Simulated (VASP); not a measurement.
Set up this calculation in VASP 6.6.1, as the native input.

```yaml
Task: single point
Functional: LDA
Potentials_or_basis: VASP PAW LDA potentials, release 64 (Ga_d, N)
Cutoff: 520 eV
k_mesh: 17 × 17 × 17
Occupations: fermi-dirac, width 0.05 eV
Spin: no spin polarisation
Dipole_correction: no
Further_INCAR_settings: ALGO = Normal; EDIFF = 1e-07; NBANDS = 16
```

The structure of GaN (zincblende type) lies in POSCAR:

```
GaN
1.0
    0.0000000000      1.8250987460      1.8250987460
    1.8250987460      0.0000000000      1.8250987460
    1.8250987460      1.8250987460      0.0000000000
Ga N
1 1
Direct
    0.0000000000      0.0000000000      0.0000000000
    0.2500000000      0.2500000000      0.2500000000
```

This cell differs from its parent crystal: volume scaled by 0.55, source ansatz.

The input as run:

INCAR

```
SYSTEM = GaN
ALGO = Normal
EDIFF = 1E-7
ENCUT = 520
GGA = CA
ISIF = 2
ISMEAR = -1
LASPH = .True.
LCHARG = .False.
LREAL = .False.
LWAVE = .False.
NBANDS = 16
NELM = 100
PREC = Accurate
SIGMA = 0.05
```

KPOINTS

```
k-points
0
Gamma
  17 17 17
  0 0 0
```

Potentials or basis: VASP PAW LDA potentials, release 64 (Ga_d, N).

Command:

```bash
$ cat potpaw_LDA.64/Ga_d/POTCAR potpaw_LDA.64/N/POTCAR > POTCAR
$ mpirun -np 1 vasp_std > vasp.out
```

It gave:

```yaml
Pressure: 434.5 GPa
Band_gap_on_the_k_mesh: 3.37 eV, indirect (least direct gap 5.39 eV)
```

Run time: 27 s on 1 thread of Intel(R) Xeon(R) Platinum 8488C (Sapphire Rapids), with other jobs on the host, peak memory 0.14 GiB.
